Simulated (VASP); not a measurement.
# Ge in VASP: notebook

The runs below take Ge through single point, with PBE+D3(BJ).

Everything below comes from runs of VASP 6.6.1. Logs are shortened: lines on timing, memory, paths and dates and some standing lists are left out, and cuts for length are marked.

### Step 1. The cell of the first run

The cell holds a slab with vacuum, 4 atoms: a = 4.023 Å, b = 4.023 Å, c = 18.869 Å, α = 90.00°, β = 90.00°, γ = 120.00°.

### Step 2. Single point, PBE+D3(BJ) (layers slid over each other)

INCAR reads:

```
SYSTEM = Ge
PREC = Accurate
ENCUT = 520
EDIFF = 1E-6
ISMEAR = 0
SIGMA = 0.1
LREAL = .False.
LASPH = .True.
NELM = 60
ALGO = Normal
ISIF = 2
LWAVE = .False.
LCHARG = .False.
LDIPOL = .True.
IDIPOL = 3
DIPOL = 0.5 0.5 0.389
GGA = PE
IVDW = 12
NBANDS = 36
```

KPOINTS reads:

```
regular mesh
0
Gamma
  9 9 1
  0 0 0
```

POSCAR reads:

```
Ge
1.0
    4.0226895311      0.0000000000      0.0000000000
   -2.0113447656      3.4837513255      0.0000000000
    0.0000000000      0.0000000000     18.8685220517
Ge
4
Direct
    0.3333333333      0.6666666667      0.2747571332
    0.6666666667      0.3333333333      0.2384924472
    0.8888888889      0.1111111111      0.5389146020
    0.5555555556      0.4444444444      0.5026499161
```

Potentials or basis: VASP PAW PBE potentials, release 64 (Ge_d).

The run is started by

```sh
$ cat potpaw_PBE.64/Ge_d/POTCAR > POTCAR
$ mpirun -np 1 vasp_std > vasp.out
```

OUTCAR:

```text
SYSTEM = Ge
   PREC = Accurate
   ENCUT = 520
   EDIFF = 1E-6
   ISMEAR = 0
   LREAL = .False.
   LASPH = .True.
   NELM = 60
   ISIF = 2
   GGA = PE
   IVDW = 12
 IVDW          = 12

 ion  position               nearest neighbor table
   1  0.333  0.667  0.275-   2 2.42   2 2.42   2 2.42
   2  0.667  0.333  0.238-   1 2.42   1 2.42   1 2.42
   3  0.889  0.111  0.539-   4 2.42   4 2.42   4 2.42
   4  0.556  0.444  0.503-   3 2.42   3 2.42   3 2.42

  LATTYP: Found a hexagonal cell.
 ALAT       =     4.0226895311
 C/A-ratio  =     4.6905240650

  Lattice vectors:

 A1 = (   4.0226895311,   0.0000000000,   0.0000000000)
 A2 = (  -2.0113447656,   3.4837513255,   0.0000000000)
 A3 = (   0.0000000000,   0.0000000000,  18.8685220517)

Analysis of symmetry for initial positions (statically):
=====================================================================
 Subroutine PRICEL returns:
 Original cell was already a primitive cell.

 Routine SETGRP: Setting up the symmetry group for a
 hexagonal supercell.

 Subroutine GETGRP returns: Found  2 space group operations
 (whereof  2 operations were pure point group operations)
 out of a pool of 24 trial point group operations.

The static configuration has the point symmetry C_1h.

Analysis of symmetry for dynamics (positions and initial velocities):
=====================================================================
 Subroutine PRICEL returns:
 Original cell was already a primitive cell.

 Routine SETGRP: Setting up the symmetry group for a
 hexagonal supercell.

 Subroutine GETGRP returns: Found  2 space group operations
 (whereof  2 operations were pure point group operations)
 out of a pool of 24 trial point group operations.

The dynamic configuration has the point symmetry C_1h.

 Subroutine INISYM returns: Found  2 space group operations
 (whereof  2 operations are pure point group operations),
 and found     1 'primitive' translations

----------------------------------------------------------------------------------------

                                     Primitive cell

  volume of cell :     264.4244

  direct lattice vectors                    reciprocal lattice vectors
     4.022689531  0.000000000  0.000000000     0.248589903  0.143523447  0.000000000
    -2.011344766  3.483751326  0.000000000     0.000000000  0.287046895  0.000000000
     0.000000000  0.000000000 18.868522052     0.000000000  0.000000000  0.052998322

  length of vectors
     4.022689531  4.022689531 18.868522052     0.287046895  0.287046895  0.052998322

  position of ions in fractional coordinates (direct lattice)
     0.333333333  0.666666667  0.274757133
     0.666666667  0.333333333  0.238492447
     0.888888889  0.111111111  0.538914602
     0.555555556  0.444444444  0.502649916

  ion indices of the primitive-cell ions
   primitive index   ion index
                 1           1
                 2           2
                 3           3
                 4           4

----------------------------------------------------------------------------------------

 KPOINTS: regular mesh

Automatic generation of k-mesh.
 Grid dimensions read from file:
 generate k-points for:    9    9    1

 Generating k-lattice:

  Cartesian coordinates                     Fractional coordinates (reciprocal lattice)
     0.027621100  0.015947050  0.000000000     0.111111111 -0.000000000  0.000000000
     0.000000000  0.031894099  0.000000000     0.000000000  0.111111111  0.000000000
     0.000000000  0.000000000  0.052998322     0.000000000  0.000000000  1.000000000

  Length of vectors
     0.031894099  0.031894099  0.052998322

  Shift w.r.t. Gamma in fractional coordinates (k-lattice)
     0.000000000  0.000000000  0.000000000

 Subroutine IBZKPT returns following result:
 ===========================================

 Found     25 irreducible k-points:

 Following reciprocal coordinates:
            Coordinates               Weight
  0.000000  0.000000  0.000000      1.000000
  0.111111  0.000000  0.000000      4.000000
 -0.111111  0.111111  0.000000      2.000000
  0.222222 -0.000000  0.000000      4.000000
 -0.222222  0.222222  0.000000      2.000000
  0.333333  0.000000  0.000000      4.000000
[... 16 lines left out ...]
 -0.222222 -0.444444  0.000000      4.000000
  0.444444  0.333333  0.000000      4.000000
   k-points           NKPTS =     25   k-points in BZ     NKDIM =     25   number of bands    NBANDS=     36
   number of dos      NEDOS =    301   number of ions     NIONS =      4
   total plane-waves  NPLWV = 126000
   dimension x,y,z NGX =    30 NGY =   30 NGZ =  140
   dimension x,y,z NGXF=    60 NGYF=   60 NGZF=  280
   ions per type =               4
   NGX,Y,Z   is equivalent  to a cutoff of  12.40, 12.40, 12.34 a.u.
   NGXF,Y,Z  is equivalent  to a cutoff of  24.80, 24.80, 24.67 a.u.
 SYSTEM =  Ge
   PREC   = accura    normal or accurate (medium, high low for compatibility)
   ISTART =      0    job   : 0-new  1-cont  2-samecut
   ICHARG =      2    charge: 1-file 2-atom 10-const
   ISPIN  =      1    spin polarized calculation?
   LNONCOLLINEAR =      F non collinear calculations
   LSORBIT =      F    spin-orbit coupling
   LASPH  =      T    aspherical Exc in radial PAW
   ENCUT  =  520.0 eV  38.22 Ry    6.18 a.u.   7.48  7.48 35.08*2*pi/ulx,y,z
   NELM   =     60;   NELMIN=  2; NELMDL= -5     # of ELM steps
   EDIFF  = 0.1E-05   stopping-criterion for ELM
   LREAL  =      F    real-space projection
   EDIFFG = 0.1E-04   stopping-criterion for IOM
   NSW    =      0    number of steps for IOM
   IBRION =     -1    ionic relax: 0-MD 1-quasi-New 2-CG
   NFREE  =      0    steps in history (QN), initial steepest desc. (CG)
   ISIF   =      2    stress and relaxation
   ISYM   =      2    0-nonsym 1-usesym 2-fastsym
   POTIM  = 0.5000    time-step for ionic-motion
   TEBEG  =    0.0;   TEEND  =   0.0 temperature during run
   PSTRESS=    0.0 pullay stress
   NELECT =      56.0000    total number of electrons
   NUPDOWN=      -1.0000    fix difference up-down
   EMIN   =  10.00;   EMAX   =-10.00  energy-range for DOS
   EFERMI =   0.00;   METHOD = LEGACY
   ISMEAR =     0;   SIGMA  =   0.10  broadening in eV -4-tet -1-fermi 0-gaus
   EFERMI_NEDOS =   21; number of points for ismear=-14 and -15
   IALGO  =     38    algorithm
   IMIX   =      4    mixing-type and parameters
     AMIX     =   0.40;   BMIX     =  1.00
     AMIX_MAG =   1.60;   BMIX_MAG =  1.00
  volume/ion in A,a.u.               =      66.11       446.11
  Fermi-wavevector in a.u.,A,eV,Ry     =   0.975821  1.844035 12.955840  0.952227
  Thomas-Fermi vector in A             =   2.106391
   LORBIT       =      0    0 simple, 1 ext, 2 COOP (PROOUT), +10 PAW based schemes
   GGA     = PE    functional components
   LHFCALC =     F    Hartree Fock is set to
   AEXX    =    0.0000 exact exchange contribution
   IVDW    =    12    specifies the selected vdW correction
   LEPSILON=     F    determine dielectric tensor
   LRPA    =     F    only Hartree local field effects (RPA)
 non-spin polarized calculation
 Gauss-broadening in eV      SIGMA  =   0.10
  energy-cutoff  :      520.00
  volume of cell :      264.42
 maximum number of plane-waves:      7165
 NGX is ok and might be reduce to    30
   NGX = 15   NGY = 15   NGZ = 71

 dipolmoment           0.000000      0.000000     -0.000011 electrons x Angstroem

 number of electron      55.9999989 magnetization

 dipolmoment           0.000000      0.000000      0.001762 electrons x Angstroem

 Free energy of the ion-electron system (eV)
  ---------------------------------------------------
  ext. energy  EPLUGINS =         0.00000000
  ---------------------------------------------------
  free energy    TOTEN  =       -16.17782826 eV

  energy without entropy =      -16.17634948  energy(sigma->0) =      -16.17708887

 E-fermi :  -1.3436     XC(G=0):  -4.4635

 val. band max:       -1.4235705049   @ k =   0.3333   0.3333   0.0000
 cond. band min:      -1.2636429959   @ k =   0.3333   0.3333   0.0000
 fundamental gap:      0.1599275089
 Fermi energy:        -1.3436057950

 k-point     1 :       0.0000    0.0000    0.0000
  band No.  band energies     occupation
      1     -25.8554      2.00000
      2     -25.8553      2.00000
      3     -25.8387      2.00000
      4     -25.8385      2.00000
      5     -25.8051      2.00000
      6     -25.8050      2.00000
[... 28 lines left out ...]
     35       2.5819      0.00000
     36       2.5924      0.00000

 k-point     2 :       0.1111    0.0000    0.0000
  band No.  band energies     occupation
      1     -25.8619      2.00000
      2     -25.8601      2.00000
      3     -25.8451      2.00000
      4     -25.8433      2.00000
      5     -25.8171      2.00000
      6     -25.8004      2.00000
[... 28 lines left out ...]
     35       3.0571      0.00000
     36       3.0905      0.00000

 k-point     3 :      -0.1111    0.1111    0.0000
  band No.  band energies     occupation
      1     -25.8619      2.00000
      2     -25.8601      2.00000
      3     -25.8452      2.00000
      4     -25.8432      2.00000
      5     -25.8171      2.00000
      6     -25.8005      2.00000
[... 28 lines left out ...]
     35       3.0631      0.00000
     36       3.0929      0.00000
[... 742 lines left out ...]
 k-point    23 :      -0.2222   -0.4444    0.0000
  band No.  band energies     occupation
      1     -25.8944      2.00000
      2     -25.8775      2.00000
      3     -25.8650      2.00000
      4     -25.8576      2.00000
      5     -25.8484      2.00000
      6     -25.8408      2.00000
[... 28 lines left out ...]
     35       4.3388      0.00000
     36       5.1720      0.00000

 k-point    24 :       0.4444    0.3333    0.0000
  band No.  band energies     occupation
      1     -25.8944      2.00000
      2     -25.8775      2.00000
      3     -25.8650      2.00000
      4     -25.8576      2.00000
      5     -25.8484      2.00000
      6     -25.8408      2.00000
[... 28 lines left out ...]
     35       4.3509      0.00000
     36       5.1833      0.00000

 [... further k-points ...]

------------------------ aborting loop because EDIFF is reached ----------------------------------------

 vacuum level on the upper side and lower side of the slab       (xc-potential included)        -0.123        -0.138

 Edisp (eV)   -0.75561

 E8    (eV) :    -0.3455

  FORCE on cell =-STRESS in cart. coord.  units (eV):
  Direction    XX          YY          ZZ          XY          YZ          ZX
  --------------------------------------------------------------------------------------
  -------------------------------------------------------------------------------------
  Total      -0.18453    -0.19156    -0.69381    -0.00609     0.00579    -0.01003
  in kB      -1.11806    -1.16069    -4.20387    -0.03692     0.03508    -0.06076
  external pressure =       -2.16 kB  Pullay stress =        0.00 kB

 VOLUME and BASIS-vectors are now :
 -----------------------------------------------------------------------------
  energy-cutoff  :      520.00
  volume of cell :      264.42
      direct lattice vectors                 reciprocal lattice vectors
     4.022689531  0.000000000  0.000000000     0.248589903  0.143523447  0.000000000
    -2.011344766  3.483751326  0.000000000     0.000000000  0.287046895  0.000000000
     0.000000000  0.000000000 18.868522052     0.000000000  0.000000000  0.052998322

 POSITION                                       TOTAL-FORCE (eV/Angst)
 -----------------------------------------------------------------------------------
     -0.00000      2.32250      5.18426         0.000782     -0.000451      0.110832
      2.01134      1.16125      4.50000         0.001452     -0.000838      0.030522
      3.35224      0.38708     10.16852         0.001309     -0.000755     -0.021869
      1.34090      1.54833      9.48426        -0.003542      0.002045     -0.119486
 -----------------------------------------------------------------------------------
    total drift:                                0.000000     -0.000002     -0.004852

  FREE ENERGIE OF THE ION-ELECTRON SYSTEM (eV)
  ---------------------------------------------------
  free  energy   TOTEN  =       -16.9334340960 eV

  energy  without entropy=      -16.9319553203  energy(sigma->0) =      -16.93269471

 vacuum level on the upper side and lower side of the slab         3.050         3.045
```

Run time: 7.4 min. Hardware: 1 thread of Intel Xeon 8259CL, shared host; peak memory 0.45 GiB.

Results:

| Property | Result |
| --- | --- |
| Free energy | -16.9334 eV |
| Largest force | 0.120 eV/Å |
| Band gap on the k mesh | 0.16 eV |
| Dispersion energy per atom | -0.189 eV |

Forces on the atoms (eV/Å):
```
Ge   0.001  0.000  0.111
Ge   0.001 -0.001  0.031
Ge   0.001 -0.001 -0.022
Ge  -0.004  0.002 -0.119
```

Caveat: the cell differs from its parent crystal (layers slid over each other); semilocal functionals underestimate gaps, and a narrow one can read as zero.

### Step 3. Single point, PBE+D3(BJ) (layers slid over each other)

INCAR reads:

```
ALGO     = Normal         # electronic algorithm
DIPOL    = 0.5 0.5 0.415
EDIFF    = 1E-6           # SCF threshold, eV
ENCUT    = 520            # plane-wave cutoff, eV
GGA      = PE             # functional
IDIPOL   = 3            
ISIF     = 2              # what is computed and relaxed
ISMEAR   = 0              # smearing method
IVDW     = 12             # dispersion correction
LASPH    = T              # aspherical terms in the spheres
LCHARG   = F              # write CHGCAR
LDIPOL   = T            
LREAL    = F              # projectors in reciprocal space
LWAVE    = F              # write WAVECAR
NBANDS   = 36             # bands
NELM     = 80             # most SCF steps
PREC     = Accurate       # precision mode
SIGMA    = 0.1            # smearing width, eV
```

KPOINTS reads:

```
k-points
0
Gamma
  9 9 1
```

Edit POSCAR of step 2 so:

```diff
@@ -10,3 +10,3 @@
     0.6666666667      0.3333333333      0.2384924472
-    0.8888888889      0.1111111111      0.5389146020
-    0.5555555556      0.4444444444      0.5026499161
+    0.8888888889      0.1111111111      0.5919129236
+    0.5555555556      0.4444444444      0.5556482377
```

Potentials or basis: VASP PAW PBE potentials, release 64 (Ge_d).

The run is started by

```sh
$ cat potpaw_PBE.64/Ge_d/POTCAR > POTCAR
$ mpirun -np 1 vasp_std > vasp.out
```

Wall time 7.3 min (1 thread of Intel Xeon 8259CL, shared host); peak memory 0.45 GiB.

It converged, with:

```yaml
Free_energy: -16.8400 eV
Largest_force: 0.045 eV/Å
Band_gap_on_the_k_mesh: 0.04 eV
Dispersion_energy_per_atom: -0.172 eV
```

Forces on the atoms (eV/Å):
```
Ge   0.001  0.000  0.044
Ge   0.000  0.000  0.011
Ge   0.000  0.000 -0.011
Ge  -0.001  0.001 -0.045
```

Levels at points of the mesh, in eV from the valence-band top:
```tsv
k point	band 26	band 27	band 28	band 29	band 30	band 31
(0.00, 0.00, 0.00)	-0.42	-0.42	-0.42	0.57	0.63	2.04
```

Caveat: the cell differs from its parent crystal (layers slid over each other); semilocal functionals underestimate gaps, and a narrow one can read as zero.
